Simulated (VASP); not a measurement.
WS2: single point with LDA

The system is WS2, a sheet with vacuum.

```
S W
1.0
     3.15300    0.00000    0.00000
    -1.57650    2.73058    0.00000
     0.00000    0.00000   33.46200
S W
6 3
Direct
  0.66667 0.33333 0.26896
  0.66667 0.33333 0.36286
  0.33333 0.66667 0.45305
  0.33333 0.66667 0.54695
  0.66667 0.33333 0.63714
  0.66667 0.33333 0.73104
  0.33333 0.66667 0.31591
  0.66667 0.33333 0.50000
  0.33333 0.66667 0.68409
```

```yaml
Program: VASP 6.6.1
Task: single point
Functional: LDA
Potentials_or_basis: VASP PAW LDA potentials, release 64 (S, W_sv)
Cutoff: 520 eV
k_mesh: 12 × 12 × 1
Occupations: gaussian, width 0.02 eV
Spin: no spin polarisation
```

- Largest force: 0.371 eV/Å
- Band gap on the k mesh: 1.15 eV (least direct gap 1.86 eV)

Forces in eV/Å, atoms in the order of the input:
```
S    0.000  0.000  0.371
S    0.000  0.000 -0.305
S    0.000  0.000  0.306
S    0.000  0.000 -0.306
S    0.000  0.000  0.305
S    0.000  0.000 -0.371
W    0.000  0.000 -0.036
W    0.000  0.000  0.000
W    0.000  0.000  0.036
```

Levels at points of the mesh, in eV from the valence-band top:
| k point | band 36 | band 37 | band 38 | band 39 | band 40 | band 41 | band 42 | band 43 |
| --- | --- | --- | --- | --- | --- | --- | --- | --- |
| (0.00, 0.00, 0.00) | -1.89 | -0.95 | -0.37 | 0.00 | 2.41 | 2.41 | 2.42 | 2.42 |
| (0.50, 0.00, 0.00) | -1.62 | -1.53 | -1.45 | -1.41 | 2.40 | 2.42 | 2.44 | 2.72 |

Run time: 6.3 min on 1 thread of AMD EPYC 9R45 96-Core Processor (Zen 5) (shared host), peak memory 0.38 GiB.

Caveat: spin-orbit coupling is left out, which moves the levels of the heavy elements.
